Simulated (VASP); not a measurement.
# FePt (P4mm) in VASP: single point with PBE

Aim: the single point of FePt with PBE.

Everything below comes from runs of VASP 6.6.1. Logs are shortened: lines on timing, memory, paths and dates and some standing lists are left out, and cuts for length are marked.

## Step 1: The cell of the first run

Symmetry: P4mm, No. 99, tetragonal system. The conventional cell has a = 2.722 Å, b = 2.722 Å, c = 3.700 Å, α = 90.00°, β = 90.00°, γ = 90.00°. Fe (site symmetry 4mm) has 8 Pt at 2.50 to 2.85 Å and 4 Fe at 2.72 Å within 3.3 Å. Pt (site symmetry 4mm) has 8 Fe at 2.50 to 2.85 Å and 4 Pt at 2.72 Å within 3.3 Å.

## Step 2: Single point, PBE, collinear spin, ferromagnetic start (all Pt atoms moved -0.250 Å, as atom 2 along Cartesian [0 0 1])

INCAR reads:

```
ALGO = Fast
EDIFF = 1E-6
ENCUT = 520
GGA = PE
ISIF = 2
ISMEAR = 0
ISPIN = 2
LASPH = T
LCHARG = F
LMAXMIX = 4
LORBIT = 11
LREAL = F
LWAVE = F
MAGMOM = 3.27 0.45
NBANDS = 20
NELM = 150
PREC = Accurate
SIGMA = 0.15
```

KPOINTS reads:

```
k-points
0
Gamma
  18 18 14
```

POSCAR reads:

```
FePt
1.0
    2.7216540008      0.0000000000      0.0000000000
    0.0000000000      2.7216540008      0.0000000000
    0.0000000000      0.0000000000      3.7000000000
Fe Pt
1 1
Direct
    0.5000000000      0.5000000000      0.5000000000
    0.0000000000      0.0000000000     -0.0675675676
```

Potentials or basis: VASP PAW PBE potentials, release 64 (Fe, Pt).

Run with:

```bash
cat potpaw_PBE.64/Fe/POTCAR potpaw_PBE.64/Pt/POTCAR > POTCAR
mpirun -np 1 vasp_std > vasp.out
```

OUTCAR:

```text
EDIFF = 1E-6
   ENCUT = 520
   GGA = PE
   ISIF = 2
   ISMEAR = 0
   ISPIN = 2
   LASPH = T
   LORBIT = 11
   LREAL = F
   NELM = 150
   PREC = Accurate

 ion  position               nearest neighbor table
   1  0.500  0.500  0.500-   2 2.50   2 2.50   2 2.50   2 2.50   2 2.85   2 2.85   2 2.85   2 2.85

   2  0.000  0.000  0.932-   1 2.50   1 2.50   1 2.50   1 2.50   1 2.85   1 2.85   1 2.85   1 2.85

  LATTYP: Found a simple tetragonal cell.
 ALAT       =     2.7216540008
 C/A-ratio  =     1.3594674411

  Lattice vectors:

 A1 = (   2.7216540008,   0.0000000000,   0.0000000000)
 A2 = (   0.0000000000,   2.7216540008,   0.0000000000)
 A3 = (   0.0000000000,   0.0000000000,   3.7000000000)

Analysis of symmetry for initial positions (statically):
=====================================================================
 Subroutine PRICEL returns:
 Original cell was already a primitive cell.

 Routine SETGRP: Setting up the symmetry group for a
 simple tetragonal supercell.

 Subroutine GETGRP returns: Found  8 space group operations
 (whereof  8 operations were pure point group operations)
 out of a pool of 16 trial point group operations.

The static configuration has the point symmetry C_4v.

Analysis of symmetry for dynamics (positions and initial velocities):
=====================================================================
 Subroutine PRICEL returns:
 Original cell was already a primitive cell.

 Routine SETGRP: Setting up the symmetry group for a
 simple tetragonal supercell.

 Subroutine GETGRP returns: Found  8 space group operations
 (whereof  8 operations were pure point group operations)
 out of a pool of 16 trial point group operations.

The dynamic configuration has the point symmetry C_4v.

Analysis of structural, dynamic, and magnetic symmetry:
=====================================================================
 Subroutine PRICEL returns:
 Original cell was already a primitive cell.

 Routine SETGRP: Setting up the symmetry group for a
 simple tetragonal supercell.

 Subroutine GETGRP returns: Found  8 space group operations
 (whereof  8 operations were pure point group operations)
 out of a pool of 16 trial point group operations.

The overall configuration has the point symmetry C_4v.

 Subroutine INISYM returns: Found  8 space group operations
 (whereof  8 operations are pure point group operations),
 and found     1 'primitive' translations

----------------------------------------------------------------------------------------

                                     Primitive cell

  volume of cell :      27.4074

  direct lattice vectors                    reciprocal lattice vectors
     2.721654001  0.000000000  0.000000000     0.367423633  0.000000000  0.000000000
     0.000000000  2.721654001  0.000000000     0.000000000  0.367423633  0.000000000
     0.000000000  0.000000000  3.700000000     0.000000000  0.000000000  0.270270270

  length of vectors
     2.721654001  2.721654001  3.700000000     0.367423633  0.367423633  0.270270270

  position of ions in fractional coordinates (direct lattice)
     0.500000000  0.500000000  0.500000000
     0.000000000  0.000000000  0.932432432

  ion indices of the primitive-cell ions
   primitive index   ion index
                 1           1
                 2           2

----------------------------------------------------------------------------------------

 KPOINTS: k-points

Automatic generation of k-mesh.
 Grid dimensions read from file:
 generate k-points for:   18   18   14

 Generating k-lattice:

  Cartesian coordinates                     Fractional coordinates (reciprocal lattice)
     0.020412424  0.000000000  0.000000000     0.055555556  0.000000000  0.000000000
     0.000000000  0.020412424  0.000000000     0.000000000  0.055555556  0.000000000
     0.000000000  0.000000000  0.019305019     0.000000000  0.000000000  0.071428571

  Length of vectors
     0.020412424  0.020412424  0.019305019

  Shift w.r.t. Gamma in fractional coordinates (k-lattice)
     0.000000000  0.000000000  0.000000000

 Subroutine IBZKPT returns following result:
 ===========================================

 Found    440 irreducible k-points:

 Following reciprocal coordinates:
            Coordinates               Weight
  0.000000  0.000000  0.000000      1.000000
  0.055556  0.000000  0.000000      4.000000
  0.111111  0.000000  0.000000      4.000000
  0.166667  0.000000  0.000000      4.000000
  0.222222  0.000000  0.000000      4.000000
  0.277778  0.000000  0.000000      4.000000
[... 16 lines left out ...]
  0.277778  0.111111  0.000000      8.000000
  0.333333  0.111111  0.000000      8.000000
 [... further k-points ...]
   k-points           NKPTS =    440   k-points in BZ     NKDIM =    440   number of bands    NBANDS=     20
   number of dos      NEDOS =    301   number of ions     NIONS =      2
   total plane-waves  NPLWV =  11200
   dimension x,y,z NGX =    20 NGY =   20 NGZ =   28
   dimension x,y,z NGXF=    40 NGYF=   40 NGZF=   56
   ions per type =               1   1
   NGX,Y,Z   is equivalent  to a cutoff of  12.22, 12.22, 12.58 a.u.
   NGXF,Y,Z  is equivalent  to a cutoff of  24.43, 24.43, 25.16 a.u.
 SYSTEM =  unknown system
   PREC   = accura    normal or accurate (medium, high low for compatibility)
   ISTART =      0    job   : 0-new  1-cont  2-samecut
   ICHARG =      2    charge: 1-file 2-atom 10-const
   ISPIN  =      2    spin polarized calculation?
   LNONCOLLINEAR =      F non collinear calculations
   LSORBIT =      F    spin-orbit coupling
   LASPH  =      T    aspherical Exc in radial PAW
   ENCUT  =  520.0 eV  38.22 Ry    6.18 a.u.   5.06  5.06  6.88*2*pi/ulx,y,z
   NELM   =    150;   NELMIN=  2; NELMDL= -5     # of ELM steps
   EDIFF  = 0.1E-05   stopping-criterion for ELM
   LREAL  =      F    real-space projection
   EDIFFG = 0.1E-04   stopping-criterion for IOM
   NSW    =      0    number of steps for IOM
   IBRION =     -1    ionic relax: 0-MD 1-quasi-New 2-CG
   NFREE  =      0    steps in history (QN), initial steepest desc. (CG)
   ISIF   =      2    stress and relaxation
   ISYM   =      2    0-nonsym 1-usesym 2-fastsym
   POTIM  = 0.5000    time-step for ionic-motion
   TEBEG  =    0.0;   TEEND  =   0.0 temperature during run
   PSTRESS=    0.0 pullay stress
   NELECT =      18.0000    total number of electrons
   NUPDOWN=      -1.0000    fix difference up-down
   EMIN   =  10.00;   EMAX   =-10.00  energy-range for DOS
   EFERMI =   0.00;   METHOD = LEGACY
   ISMEAR =     0;   SIGMA  =   0.15  broadening in eV -4-tet -1-fermi 0-gaus
   EFERMI_NEDOS =   21; number of points for ismear=-14 and -15
   IALGO  =     68    algorithm
   IMIX   =      4    mixing-type and parameters
     AMIX     =   0.40;   BMIX     =  1.00
     AMIX_MAG =   1.60;   BMIX_MAG =  1.00
  volume/ion in A,a.u.               =      13.70        92.48
  Fermi-wavevector in a.u.,A,eV,Ry     =   1.423016  2.689111 27.551455  2.024975
  Thomas-Fermi vector in A             =   2.543658
   LORBIT       =     11    0 simple, 1 ext, 2 COOP (PROOUT), +10 PAW based schemes
   GGA     = PE    functional components
   LHFCALC =     F    Hartree Fock is set to
   AEXX    =    0.0000 exact exchange contribution
   IVDW    =     0    specifies the selected vdW correction
   LEPSILON=     F    determine dielectric tensor
   LRPA    =     F    only Hartree local field effects (RPA)
 spin polarized calculation
 RMM-DIIS sequential band-by-band and
 Gauss-broadening in eV      SIGMA  =   0.15
  energy-cutoff  :      520.00
  volume of cell :       27.41
 maximum number of plane-waves:       760
   NGX = 11   NGY = 11   NGZ = 13

 number of electron      17.9999997 magnetization       3.2353528

 Free energy of the ion-electron system (eV)
  ---------------------------------------------------
  ext. energy  EPLUGINS =         0.00000000
  ---------------------------------------------------
  free energy    TOTEN  =       -14.50693926 eV

  energy without entropy =      -14.48781071  energy(sigma->0) =      -14.49737499

 E-fermi :   8.7898     XC(G=0): -13.0675

 val. band max:        8.7896377954   @ k =   0.3333   0.2778   0.2143
 cond. band min:       8.7907728987   @ k =   0.2778   0.2222   0.0714
 fundamental gap:      0.0011351032
 Fermi energy:         8.7897742580

 spin component 1

 k-point     1 :       0.0000    0.0000    0.0000
  band No.  band energies     occupation
      1      -0.8588      1.00000
      2       2.3346      1.00000
      3       2.3617      1.00000
      4       5.2987      1.00000
      5       5.2987      1.00000
      6       6.0195      1.00000
[... 12 lines left out ...]
     19      30.4198      0.00000
     20      30.4200      0.00000

 k-point     2 :       0.0556    0.0000    0.0000
  band No.  band energies     occupation
      1      -0.7771      1.00000
      2       2.3714      1.00000
      3       2.4212      1.00000
      4       5.2674      1.00000
      5       5.3158      1.00000
      6       6.0388      1.00000
[... 12 lines left out ...]
     19      30.2064      0.00000
     20      30.5626      0.00000

 k-point     3 :       0.1111    0.0000    0.0000
  band No.  band energies     occupation
      1      -0.5376      1.00000
      2       2.4563      1.00000
      3       2.6192      1.00000
      4       5.1752      1.00000
      5       5.3655      1.00000
      6       6.0751      1.00000
[... 12 lines left out ...]
     19      30.0757      0.00000
     20      30.9838      0.00000

 k-point     4 :       0.1667    0.0000    0.0000
  band No.  band energies     occupation
      1      -0.1577      1.00000
      2       2.5888      1.00000
      3       2.9357      1.00000
      4       5.0248      1.00000
      5       5.4416      1.00000
      6       6.0472      1.00000
[... 429 lines left out ...]
 k-point    23 :       0.2778    0.1111    0.0000
  band No.  band energies     occupation
      1       1.1935      1.00000
      2       3.1887      1.00000
      3       3.7882      1.00000
      4       4.4565      1.00000
      5       5.2020      1.00000
      6       5.7062      1.00000
[... 12 lines left out ...]
     19      29.8165      0.00000
     20      30.8035      0.00000

 k-point    24 :       0.3333    0.1111    0.0000
  band No.  band energies     occupation
      1       1.7586      1.00000
      2       3.3727      1.00000
      3       4.0312      1.00000
      4       4.2301      1.00000
      5       5.1123      1.00000
      6       5.7285      1.00000
[... 12 lines left out ...]
     19      30.3905      0.00000
     20      30.8866      0.00000

 [... further k-points ...]

 spin component 2

 k-point     1 :       0.0000    0.0000    0.0000
  band No.  band energies     occupation
      1      -0.7192      1.00000
      2       2.7772      1.00000
      3       2.9043      1.00000
      4       6.3272      1.00000
      5       6.3272      1.00000
      6       7.7920      1.00000
[... 12 lines left out ...]
     19      30.5348      0.00000
     20      30.5349      0.00000

 k-point     2 :       0.0556    0.0000    0.0000
  band No.  band energies     occupation
      1      -0.6370      1.00000
      2       2.8242      1.00000
      3       2.9565      1.00000
      4       6.2471      1.00000
      5       6.3445      1.00000
      6       7.7305      1.00000
[... 12 lines left out ...]
     19      30.3376      0.00000
     20      30.6773      0.00000

 k-point     3 :       0.1111    0.0000    0.0000
  band No.  band energies     occupation
      1      -0.3962      1.00000
      2       2.9313      1.00000
      3       3.1411      1.00000
      4       6.0212      1.00000
      5       6.3946      1.00000
      6       7.5583      1.00000
[... 12 lines left out ...]
     19      30.5479      0.00000
     20      31.0987      0.00000

 k-point     4 :       0.1667    0.0000    0.0000
  band No.  band energies     occupation
      1      -0.0144      1.00000
      2       3.0723      1.00000
      3       3.4667      1.00000
      4       5.6907      1.00000
      5       6.4707      1.00000
      6       7.3080      1.00000
[... 429 lines left out ...]
 k-point    23 :       0.2778    0.1111    0.0000
  band No.  band energies     occupation
      1       1.3537      1.00000
      2       3.7031      1.00000
      3       4.3798      1.00000
      4       4.9295      1.00000
      5       6.1764      1.00000
      6       6.3996      1.00000
[... 12 lines left out ...]
     19      30.0315      0.00000
     20      31.0302      0.00000

 k-point    24 :       0.3333    0.1111    0.0000
  band No.  band energies     occupation
      1       1.9288      1.00000
      2       3.8929      1.00000
      3       4.5110      1.00000
      4       4.7664      1.00000
      5       6.2011      1.00000
      6       6.3296      1.00000
[... 12 lines left out ...]
     19      30.5572      0.00000
     20      31.1239      0.00000

 [... further k-points ...]

------------------------ aborting loop because EDIFF is reached ----------------------------------------

  FORCE on cell =-STRESS in cart. coord.  units (eV):
  Direction    XX          YY          ZZ          XY          YZ          ZX
  --------------------------------------------------------------------------------------
  -------------------------------------------------------------------------------------
  Total        1.8889248      1.8889248      2.1228175      0.0000000      0.0000000      0.0000000
  in kB      110.4225320    110.4225320    124.0953997      0.0000000      0.0000000      0.0000000
  external PRESSURE =     114.9801546 kB  Pullay stress =       0.0000000 kB

 VOLUME and BASIS-vectors are now :
 -----------------------------------------------------------------------------
  energy-cutoff  :      520.00
  volume of cell :       27.41
      direct lattice vectors                 reciprocal lattice vectors
     2.721654001  0.000000000  0.000000000     0.367423633  0.000000000  0.000000000
     0.000000000  2.721654001  0.000000000     0.000000000  0.367423633  0.000000000
     0.000000000  0.000000000  3.700000000     0.000000000  0.000000000  0.270270270

 POSITION                                       TOTAL-FORCE (eV/Angst)
 -----------------------------------------------------------------------------------
      1.36083      1.36083      1.85000        -0.000000     -0.000000     -2.441196
      0.00000      0.00000      3.45000         0.000000      0.000000      2.441196
 -----------------------------------------------------------------------------------
    total drift:                               -0.000000      0.000000      0.002509

  FREE ENERGIE OF THE ION-ELECTRON SYSTEM (eV)
  ---------------------------------------------------
  free  energy   TOTEN  =       -14.5069392641 eV

  energy  without entropy=      -14.4878107091  energy(sigma->0) =      -14.49737499

 total charge

# of ion       s       p       d       tot
------------------------------------------
    1        0.427   0.479   6.176   7.081
    2        0.735   0.685   8.081   9.501
--------------------------------------------------
tot          1.162   1.164  14.257  16.583

 magnetization (x)

# of ion       s       p       d       tot
------------------------------------------
    1        0.004  -0.006   2.849   2.847
    2       -0.027  -0.066   0.446   0.354
--------------------------------------------------
tot         -0.023  -0.072   3.295   3.201
```

It took 5.4 min on 1 thread of Intel Xeon 8259CL, shared host; peak memory 0.46 GiB.

Results:

```yaml
Free_energy: -14.5069 eV
Pressure: 11.5 GPa
Largest_force: 2.441 eV/Å
Net_moment: 3.24 μB per cell
Site_moments: Fe +2.85; Pt +0.35 μB
Valence_electrons_inside_the_program's_atomic_spheres: Fe 7.08; Pt 9.50
```

Forces on the atoms (eV/Å):
```
Fe   0.000  0.000 -2.441
Pt   0.000  0.000  2.441
```

Caveat: the cell differs from its parent crystal (all Pt atoms moved -0.250 Å, as atom 2 along Cartesian [0 0 1]); the cell stands under pressure; spin-orbit coupling is left out, which moves the levels of the heavy elements; forces of over 1 eV/Å act on the atoms, so gaps and moduli don't describe the material at rest.
